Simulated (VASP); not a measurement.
## Ta (a cell with a defect): single point with PBE

Crystal: Ta (a cell with a defect).

```xyz
7
Lattice="-3.2768 3.2768 3.2768 3.2768 -3.2768 3.2768 3.2768 3.2768 -3.2768" Properties=species:S:1:pos:R:3 pbc="T T T"
Ta    0.0725   -0.1015    0.0805
Ta    1.5902    1.6749   -1.6948
Ta    0.4786   -2.7875    2.7671
Ta   -1.6127    1.6744    1.6556
Ta   -0.1122    3.1758   -0.1036
Ta   -0.1118    0.0832    3.3580
Ta    1.6635    1.6008    1.5816
```

```json
{
 "Program": "VASP 6.6.1",
 "Task": "single point",
 "Functional": "PBE",
 "Potentials or basis": "VASP PAW PBE potentials, release 64 (Ta_pv)",
 "Cutoff": "520 eV",
 "k mesh": "3 × 3 × 3",
 "Occupations": "fermi-dirac, width 0.05 eV",
 "Spin": "no spin polarisation",
 "Dipole correction": "no",
 "Further INCAR settings": "ALGO = Normal; EDIFF = 1e-06; NBANDS = 48"
}
```

```
Pressure      : -1.8 GPa
Largest force : 0.038 eV/Å
```

Forces in eV/Å, atoms in the order of the input:
```
Ta   0.034 -0.001  0.004
Ta   0.014 -0.026  0.024
Ta   0.005  0.005 -0.006
Ta  -0.025 -0.024 -0.014
Ta  -0.001 -0.004 -0.035
Ta  -0.004  0.035  0.001
Ta  -0.023  0.015  0.025
```

Stress tensor (GPa, compression positive):
```
-1.79 -1.80  1.80
-1.80 -1.79  1.80
 1.80  1.80 -1.79
```

Levels at points of the mesh, in eV from the Fermi level:
| k point | band 36 | band 37 | band 38 | band 39 | band 40 | band 41 |
| --- | --- | --- | --- | --- | --- | --- |
| (0.00, 0.00, 0.00) | -0.25 | 0.25 | 0.89 | 0.89 | 1.32 | 1.32 |

It used 160 s of CPU time on 1 thread of AMD EPYC 7R13 Processor (Zen 3) (shared host).

Caveat: the k points lie up to 0.45 Å⁻¹ apart; spin-orbit coupling is left out, which moves the levels of the heavy elements.
